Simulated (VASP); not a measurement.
# PtS2O2 (Immm) in VASP: single point with PBE

Aim: the single point of PtS2O2 with PBE.

Everything below comes from runs of VASP 6.6.1. Logs are shortened: lines on timing, memory, paths and dates and some standing lists are left out, and cuts for length are marked.

**1. The cell of the first run**

It takes space group Immm (No. 71, orthorhombic). The conventional cell has a = 3.128 Å, b = 4.599 Å, c = 9.617 Å, α = 90.00°, β = 90.00°, γ = 90.00°. S (site symmetry mm2) has 4 O at 2.33 Å and 5 Pt at 3.08 to 3.28 Å and 6 S at 3.09 to 3.13 Å within 3.3 Å. Within 2.7 Å of O (site symmetry mm2) lie 2 Pt at 2.06 Å and 4 S at 2.33 Å and 1 O at 2.69 Å. Pt (site symmetry mmm) has 4 O at 2.06 Å within 2.7 Å.

**2. Single point, PBE**

The input, POSCAR:

```
PtS2O2
1.0
    0.0000000000      3.1283020000      0.0000000000
    4.5986750000      0.0000000000      0.0000000000
    2.2993370000      1.5641510000     -4.8082980000
S O Pt
2 2 1
Direct
    0.3200000000      0.3200000000      0.3600000000
    0.6800000000      0.6800000000      0.6400000000
    0.3600000000      0.8600000000      0.2800000000
    0.6400000000      0.1400000000      0.7200000000
    0.0000000000      0.0000000000      0.0000000000
```

The input, INCAR.step1:

```
ALGO     = Normal         # electronic algorithm
EDIFF    = 1E-6           # SCF threshold, eV
ENCUT    = 520            # plane-wave cutoff, eV
GGA      = PE             # functional
GGA_COMPAT= False        
ISIF     = 2              # what is computed and relaxed
ISMEAR   = -1             # smearing method
LASPH    = True           # aspherical terms in the spheres
LCHARG   = True           # write CHGCAR
LMAXMIX  = 4              # l up to which the mixer works
LORBIT   = 11             # projections on sites
LREAL    = False          # projectors in reciprocal space
LWAVE    = False          # write WAVECAR
NBANDS   = 25             # bands
NEDOS    = 2001           # points of the DOS
NELM     = 120            # most SCF steps
PREC     = Accurate       # precision mode
SIGMA    = 0.1            # smearing width, eV
```

The input, KPOINTS.step1:

```
k-points
0
Gamma
  8 8 8
```

The input, INCAR.step2:

```
ALGO     = Normal         # electronic algorithm
EDIFF    = 1E-6           # SCF threshold, eV
ENCUT    = 520            # plane-wave cutoff, eV
GGA      = PE             # functional
GGA_COMPAT= False        
ICHARG   = 11             # starting density
ISIF     = 2              # what is computed and relaxed
ISMEAR   = -5             # smearing method
LASPH    = True           # aspherical terms in the spheres
LCHARG   = False          # write CHGCAR
LMAXMIX  = 4              # l up to which the mixer works
LORBIT   = 11             # projections on sites
LREAL    = False          # projectors in reciprocal space
LWAVE    = False          # write WAVECAR
NBANDS   = 25             # bands
NEDOS    = 2001           # points of the DOS
NELM     = 120            # most SCF steps
PREC     = Accurate       # precision mode
SIGMA    = 0.1            # smearing width, eV
```

The input, KPOINTS.step2:

```
k-points
0
Gamma
  12 12 12
```

Potentials or basis: VASP PAW PBE potentials, release 64 (S, O, Pt).

Run with:

```sh
$ cat potpaw_PBE.64/S/POTCAR potpaw_PBE.64/O/POTCAR potpaw_PBE.64/Pt/POTCAR > POTCAR
$ cp INCAR.step1 INCAR
$ cp KPOINTS.step1 KPOINTS
$ mpirun -np 1 vasp_std > vasp.out
$ cp INCAR.step2 INCAR
$ cp KPOINTS.step2 KPOINTS
$ mpirun -np 1 vasp_std > vasp.out
```

OUTCAR:

```text
EDIFF = 1E-6
   ENCUT = 520
   GGA = PE
   ICHARG = 11
   ISIF = 2
   ISMEAR = -5
   LASPH = True
   LORBIT = 11
   LREAL = False
   NELM = 120
   PREC = Accurate

 ion  position               nearest neighbor table
   1  0.320  0.320  0.360-   3 2.33   3 2.33   4 2.33   4 2.33   5 3.08
   2  0.680  0.680  0.640-   4 2.33   4 2.33   3 2.33   3 2.33   5 3.08
   3  0.360  0.860  0.280-   5 2.06   5 2.06   1 2.33   1 2.33   2 2.33   2 2.33
   4  0.640  0.140  0.720-   5 2.06   5 2.06   2 2.33   2 2.33   1 2.33   1 2.33
   5  0.000  0.000  0.000-   4 2.06   3 2.06   4 2.06   3 2.06   1 3.08   2 3.08

  LATTYP: Found a body centered orthorhombic cell.
 ALAT       =     3.1283020000
 B/A-ratio  =     1.4700227152
 C/A-ratio  =     3.0740625426

  Lattice vectors:

 A1 = (   2.2993380000,   1.5641510000,   4.8082980000)
 A2 = (  -2.2993370000,  -1.5641510000,   4.8082980000)
 A3 = (   2.2993370000,  -1.5641510000,  -4.8082980000)

Analysis of symmetry for initial positions (statically):
=====================================================================
 Subroutine PRICEL returns:
 Original cell was already a primitive cell.

 Routine SETGRP: Setting up the symmetry group for a
 body centered orthorhombic supercell.

 Subroutine GETGRP returns: Found  8 space group operations
 (whereof  8 operations were pure point group operations)
 out of a pool of  8 trial point group operations.

The static configuration has the point symmetry D_2h.

Analysis of symmetry for dynamics (positions and initial velocities):
=====================================================================
 Subroutine PRICEL returns:
 Original cell was already a primitive cell.

 Routine SETGRP: Setting up the symmetry group for a
 body centered orthorhombic supercell.

 Subroutine GETGRP returns: Found  8 space group operations
 (whereof  8 operations were pure point group operations)
 out of a pool of  8 trial point group operations.

The dynamic configuration has the point symmetry D_2h.

 Subroutine INISYM returns: Found  8 space group operations
 (whereof  8 operations are pure point group operations),
 and found     1 'primitive' translations

----------------------------------------------------------------------------------------

                                     Primitive cell

  volume of cell :      69.1724

  direct lattice vectors                    reciprocal lattice vectors
     0.000000000  3.128302000  0.000000000     0.000000000  0.319662232  0.103986899
     4.598675000  0.000000000  0.000000000     0.217453941  0.000000000  0.103986877
     2.299337000  1.564151000 -4.808298000     0.000000000  0.000000000 -0.207973799

  length of vectors
     3.128302000  4.598675000  5.554570069     0.336150588  0.241038351  0.207973799

  position of ions in fractional coordinates (direct lattice)
     0.320000000  0.320000000  0.360000000
     0.680000000  0.680000000  0.640000000
     0.360000000  0.860000000  0.280000000
     0.640000000  0.140000000  0.720000000
     0.000000000  0.000000000  0.000000000

  ion indices of the primitive-cell ions
   primitive index   ion index
                 1           1
                 2           2
                 3           3
                 4           4
                 5           5

----------------------------------------------------------------------------------------

 KPOINTS: k-points

Automatic generation of k-mesh.
 Grid dimensions read from file:
 generate k-points for:   12   12   12

 Generating k-lattice:

  Cartesian coordinates                     Fractional coordinates (reciprocal lattice)
     0.000000000  0.026638519  0.008665575     0.083333333  0.000000000  0.000000000
     0.018121162  0.000000000  0.008665573     0.000000000  0.083333333  0.000000000
     0.000000000  0.000000000 -0.017331150     0.000000000  0.000000000  0.083333333

  Length of vectors
     0.028012549  0.020086529  0.017331150

  Shift w.r.t. Gamma in fractional coordinates (k-lattice)
     0.000000000  0.000000000  0.000000000

 TETIRR: Found   5120 inequivalent tetrahedra from    10368

 Subroutine IBZKPT returns following result:
 ===========================================

 Found    280 irreducible k-points:

 Following reciprocal coordinates:
            Coordinates               Weight
  0.000000  0.000000  0.000000      1.000000
  0.083333  0.000000 -0.000000      4.000000
  0.166667  0.000000  0.000000      4.000000
  0.250000  0.000000  0.000000      4.000000
  0.333333  0.000000  0.000000      4.000000
  0.416667  0.000000 -0.000000      4.000000
[... 16 lines left out ...]
  0.250000  0.166667 -0.000000      8.000000
  0.333333  0.166667  0.000000      8.000000
 [... further k-points ...]
   k-points           NKPTS =    280   k-points in BZ     NKDIM =    280   number of bands    NBANDS=     25
   number of dos      NEDOS =   2001   number of ions     NIONS =      5
   total plane-waves  NPLWV =  36288
   dimension x,y,z NGX =    24 NGY =   36 NGZ =   42
   dimension x,y,z NGXF=    48 NGYF=   72 NGZF=   84
   ions per type =               2   2   1
   NGX,Y,Z   is equivalent  to a cutoff of  12.75, 13.01, 12.57 a.u.
   NGXF,Y,Z  is equivalent  to a cutoff of  25.51, 26.03, 25.14 a.u.
 SYSTEM =  unknown system
   PREC   = accura    normal or accurate (medium, high low for compatibility)
   ISTART =      0    job   : 0-new  1-cont  2-samecut
   ICHARG =     11    charge: 1-file 2-atom 10-const
   ISPIN  =      1    spin polarized calculation?
   LNONCOLLINEAR =      F non collinear calculations
   LSORBIT =      F    spin-orbit coupling
   LASPH  =      T    aspherical Exc in radial PAW
   ENCUT  =  520.0 eV  38.22 Ry    6.18 a.u.   5.82  8.55 10.33*2*pi/ulx,y,z
   NELM   =    120;   NELMIN=  2; NELMDL=  0     # of ELM steps
   EDIFF  = 0.1E-05   stopping-criterion for ELM
   LREAL  =      F    real-space projection
   EDIFFG = 0.1E-04   stopping-criterion for IOM
   NSW    =      0    number of steps for IOM
   IBRION =     -1    ionic relax: 0-MD 1-quasi-New 2-CG
   NFREE  =      0    steps in history (QN), initial steepest desc. (CG)
   ISIF   =      2    stress and relaxation
   ISYM   =      2    0-nonsym 1-usesym 2-fastsym
   POTIM  = 0.5000    time-step for ionic-motion
   TEBEG  =    0.0;   TEEND  =   0.0 temperature during run
   PSTRESS=    0.0 pullay stress
   NELECT =      34.0000    total number of electrons
   NUPDOWN=      -1.0000    fix difference up-down
   EMIN   =  10.00;   EMAX   =-10.00  energy-range for DOS
   EFERMI =   0.00;   METHOD = LEGACY
   ISMEAR =    -5;   SIGMA  =   0.10  broadening in eV -4-tet -1-fermi 0-gaus
   EFERMI_NEDOS =   21; number of points for ismear=-14 and -15
   IALGO  =     38    algorithm
   IMIX   =      4    mixing-type and parameters
     AMIX     =   0.40;   BMIX     =  1.00
     AMIX_MAG =   1.60;   BMIX_MAG =  1.00
  volume/ion in A,a.u.               =      13.83        93.36
  Fermi-wavevector in a.u.,A,eV,Ry     =   1.291983  2.441494 22.711126  1.669221
  Thomas-Fermi vector in A             =   2.423719
   LORBIT       =     11    0 simple, 1 ext, 2 COOP (PROOUT), +10 PAW based schemes
   GGA     = PE    functional components
   LHFCALC =     F    Hartree Fock is set to
   AEXX    =    0.0000 exact exchange contribution
   IVDW    =     0    specifies the selected vdW correction
   LEPSILON=     F    determine dielectric tensor
   LRPA    =     F    only Hartree local field effects (RPA)
 non-spin polarized calculation
 Fermi weights with tetrahedron method with Bloechl corrections
  energy-cutoff  :      520.00
  volume of cell :       69.17
 maximum number of plane-waves:      1881

 number of electron      34.0000002 magnetization

 Free energy of the ion-electron system (eV)
  ---------------------------------------------------
  ext. energy  EPLUGINS =         0.00000000
  ---------------------------------------------------
  free energy    TOTEN  =       -19.32343684 eV

  energy without entropy =      -19.32343684  energy(sigma->0) =      -19.32343684

 E-fermi :   6.0617     XC(G=0): -11.2178

 val. band max:        6.1424104142   @ k =   0.0000  -0.2500   0.2500
 cond. band min:       5.9847356988   @ k =   0.3333   0.0000   0.1667
 fundamental gap:     -0.1576747155
 Fermi energy:         6.0617075036

 k-point     1 :       0.0000    0.0000    0.0000
  band No.  band energies     occupation
      1     -14.2086      2.00000
      2     -12.8346      2.00000
      3      -6.8944      2.00000
      4      -5.7768      2.00000
      5      -1.5352      2.00000
      6      -1.1873      2.00000
[... 17 lines left out ...]
     24      13.9587      0.00000
     25      16.5687      0.00000

 k-point     2 :       0.0833    0.0000   -0.0000
  band No.  band energies     occupation
      1     -14.1499      2.00000
      2     -12.8637      2.00000
      3      -6.8333      2.00000
      4      -5.7579      2.00000
      5      -1.4674      2.00000
      6      -1.0974      2.00000
[... 17 lines left out ...]
     24      14.2120      0.00000
     25      16.9408      0.00000

 k-point     3 :       0.1667    0.0000    0.0000
  band No.  band energies     occupation
      1     -13.9846      2.00000
      2     -12.9407      2.00000
      3      -6.6726      2.00000
      4      -5.7029      2.00000
      5      -1.2758      2.00000
      6      -0.9478      2.00000
[... 552 lines left out ...]
 k-point    23 :       0.2500    0.1667   -0.0000
  band No.  band energies     occupation
      1     -13.6579      2.00000
      2     -13.0962      2.00000
      3      -6.5375      2.00000
      4      -5.9556      2.00000
      5      -0.9868      2.00000
      6      -0.4321      2.00000
[... 17 lines left out ...]
     24      15.0870      0.00000
     25      16.0414      0.00000

 k-point    24 :       0.3333    0.1667    0.0000
  band No.  band energies     occupation
      1     -13.4352      2.00000
      2     -13.1479      2.00000
      3      -6.3468      2.00000
      4      -5.8955      2.00000
      5      -1.2239      2.00000
      6      -0.6063      2.00000
[... 17 lines left out ...]
     24      15.1108      0.00000
     25      15.6680      0.00000

 [... further k-points ...]

------------------------ aborting loop because EDIFF is reached ----------------------------------------

  FORCE on cell =-STRESS in cart. coord.  units (eV):
  Direction    XX          YY          ZZ          XY          YZ          ZX
  --------------------------------------------------------------------------------------
  -------------------------------------------------------------------------------------
  Total        0.0353617      2.6908291      6.9488196     -0.0000000      0.0000000      0.0000007
  in kB        0.8190501     62.3252361    160.9492126     -0.0000000      0.0000000      0.0000167
  external PRESSURE =      74.6978330 kB  Pullay stress =       0.0000000 kB

 VOLUME and BASIS-vectors are now :
 -----------------------------------------------------------------------------
  energy-cutoff  :      520.00
  volume of cell :       69.17
      direct lattice vectors                 reciprocal lattice vectors
     0.000000000  3.128302000  0.000000000     0.000000000  0.319662232  0.103986899
     4.598675000  0.000000000  0.000000000     0.217453941  0.000000000  0.103986877
     2.299337000  1.564151000 -4.808298000     0.000000000  0.000000000 -0.207973799

 POSITION                                       TOTAL-FORCE (eV/Angst)
 -----------------------------------------------------------------------------------
      2.29934      1.56415     -1.73099         0.000000     -0.000000      2.400328
      4.59867      3.12830     -3.07731        -0.000000      0.000000     -2.400328
      4.59867      1.56415     -1.34632         0.000000      0.000000      1.140348
      2.29934      3.12830     -3.46197        -0.000000     -0.000000     -1.140348
      0.00000      0.00000      0.00000         0.000000      0.000000      0.000000
 -----------------------------------------------------------------------------------
    total drift:                               -0.000000     -0.000000      0.000000

  FREE ENERGIE OF THE ION-ELECTRON SYSTEM (eV)
  ---------------------------------------------------
  free  energy   TOTEN  =       -19.3234368428 eV

  energy  without entropy=      -19.3234368428  energy(sigma->0) =      -19.32343684

 total charge

# of ion       s       p       d       tot
------------------------------------------
    1        1.453   1.972   0.000   3.425
    2        1.453   1.972   0.000   3.425
    3        1.634   3.211   0.000   4.845
    4        1.634   3.211   0.000   4.845
    5        0.575   0.493   8.074   9.143
--------------------------------------------------
tot          6.750  10.859   8.074  25.684
```

Run time: 9.6 min. Hardware: 1 thread of Intel Xeon 8259CL, shared host; peak memory 0.53 GiB.

What came out:

* Valence electrons inside the program's atomic spheres: S 3.42; O 4.84; Pt 9.14

Caveat: spin-orbit coupling is left out, which moves the levels of the heavy elements.
